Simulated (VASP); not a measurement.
A run of VASP 6.6.1 is set up as follows.

The input INCAR:

```
PREC     = Accurate       # precision mode
ENCUT    = 520            # plane-wave cutoff, eV
EDIFF    = 1E-6           # SCF threshold, eV
ISMEAR   = -1             # smearing method
SIGMA    = 0.0741         # smearing width, eV
LREAL    = Auto         
LASPH    = True           # aspherical terms in the spheres
NELM     = 60             # most SCF steps
ALGO     = Normal         # electronic algorithm
ISIF     = 2              # what is computed and relaxed
LWAVE    = False          # write WAVECAR
LCHARG   = False          # write CHGCAR
GGA      = PE             # functional
ISYM     = 0            
NBANDS   = 81             # bands
```

KPOINTS

```
Automatic mesh
0
Gamma
  1 1 1
  0.25 0.25 0.25
```

File POSCAR:

```
Cu5Si3
1.0
    6.0333080000     -0.0687010000      0.0339860000
   -0.0687010000      6.3113540000     -0.0708020000
    0.0339860000     -0.0708020000      5.9927160000
Cu Si
10 6
Direct
    0.4965145878      0.2716900639      0.5824146606
    0.7958693258      0.5608657202      0.4069106562
    0.7180465184      0.0934866120      0.9395580418
    0.7470672874      0.8917903937      0.6183384486
    0.0371524104      0.1665478458      0.6020734603
    0.5509938702      0.6023081727      0.7704480816
    0.2906370052      0.9132287608      0.7203601561
    0.3866096595      0.3453511455      0.1184551772
    0.2024122621      0.7085051918      0.0597744664
    0.4143911379      0.9842576463      0.3367891808
    0.0072711472      0.6369882059      0.6961883263
    0.6033580595      0.7649988183      0.1083733518
    0.8360620681      0.4640226142      1.0059981691
    0.0715303253      0.0806256402      0.0553339132
    0.3440622305      0.6078175151      0.4443671946
    0.7814043601      0.1926711145      0.3018749248
```

Potentials or basis: VASP PAW PBE potentials, release 64 (Cu, Si).

The run is started by

```sh
$ cat potpaw_PBE.64/Cu/POTCAR potpaw_PBE.64/Si/POTCAR > POTCAR
$ mpirun -np 1 vasp_std > vasp.out
```

Problem. Estimate the band gap on the k mesh.

Solution. 0.93 eV.

Problem. Predict the largest force.

Solution. 2.528 eV/Å.

Problem. Estimate the pressure.

Solution. 0.6 GPa.

Forces on the atoms (eV/Å):
```
Cu   0.071 -0.071  0.200
Cu  -0.651 -0.340 -1.022
Cu  -1.196  0.501 -0.531
Cu  -0.339  0.629 -1.178
Cu  -0.389  0.984  0.062
Cu  -0.487 -0.365  0.601
Cu   0.417 -0.154  0.461
Cu   0.029 -0.024 -0.005
Cu  -0.214 -0.248  0.373
Cu  -0.787  0.374 -0.521
Si   1.195  0.043  0.743
Si   0.404 -1.303  0.039
Si   0.327  0.392  0.481
Si   2.467 -0.548  0.024
Si  -0.560  0.191 -0.839
Si  -0.289 -0.061  1.113
```

Caveat: the k points lie up to 1.05 Å⁻¹ apart.
